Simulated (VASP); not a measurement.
A run of VASP 6.6.1 is set up as follows.

Contents of INCAR:

```
SYSTEM = KPtBr3
ALGO     = Normal         ! electronic algorithm
EDIFF    = 1E-6           ! SCF threshold, eV
ENCUT    = 500            ! plane-wave cutoff, eV
GGA      = RP             ! functional
GGA_COMPAT= .False.      
ISIF     = 2              ! what is computed and relaxed
ISMEAR   = -1             ! smearing method
LASPH    = .True.         ! aspherical terms in the spheres
LCHARG   = .False.        ! write CHGCAR
LREAL    = .False.        ! projectors in reciprocal space
LWAVE    = .False.        ! write WAVECAR
NBANDS   = 51             ! bands
NELM     = 120            ! most SCF steps
PREC     = Accurate       ! precision mode
SIGMA    = 0.15           ! smearing width, eV
```

KPOINTS

```
k-points
0
Gamma
  3 3 3
  0 0 0
```

The input POSCAR:

```
KPtBr3
1.0
    3.6581560000      6.3361090000      0.0000000000
   -3.6581560000      6.3361090000      0.0000000000
    0.0000000000      0.0000000000      6.2492650000
Pt K Br
2 2 6
Direct
    0.0000000000      0.0000000000      0.0000000000
    0.0000000000      0.0000000000      0.5000000000
    0.3333000000      0.3334000000      0.7500000000
    0.6666000000      0.6667000000      0.2500000000
    0.1570000000      0.6860000000      0.2500000000
    0.3140000000      0.8430000000      0.7500000000
    0.1570000000      0.1570000000      0.2500000000
    0.8430000000      0.3140000000      0.7500000000
    0.6860000000      0.1570000000      0.2500000000
    0.8430000000      0.8430000000      0.7500000000
```

Potentials or basis: VASP PAW PBE potentials, release 64 (Pt, K_sv, Br).

Command:

```bash
$ cat potpaw_PBE.64/Pt/POTCAR potpaw_PBE.64/K_sv/POTCAR potpaw_PBE.64/Br/POTCAR > POTCAR
$ mpirun -np 1 vasp_std > vasp.out
```

Task: What does it give for the largest force?

Result: 2.020 eV/Å.

Task: What does it give for the pressure?

Result: 8.1 GPa.

Forces in eV/Å, atoms in the order of the input:
```
Pt   0.000  0.000  0.000
Pt   0.000  0.000  0.000
K    0.000  0.000  0.000
K    0.000  0.000  0.000
Br   1.749 -1.010  0.000
Br   1.749  1.010  0.000
Br   0.000  2.020  0.000
Br  -1.749  1.010  0.000
Br  -1.749 -1.010  0.000
Br   0.000 -2.020  0.000
```

Caveat: the cell stands under pressure; the PAW data sets were made with another functional, which shifts forces and pressure a little.
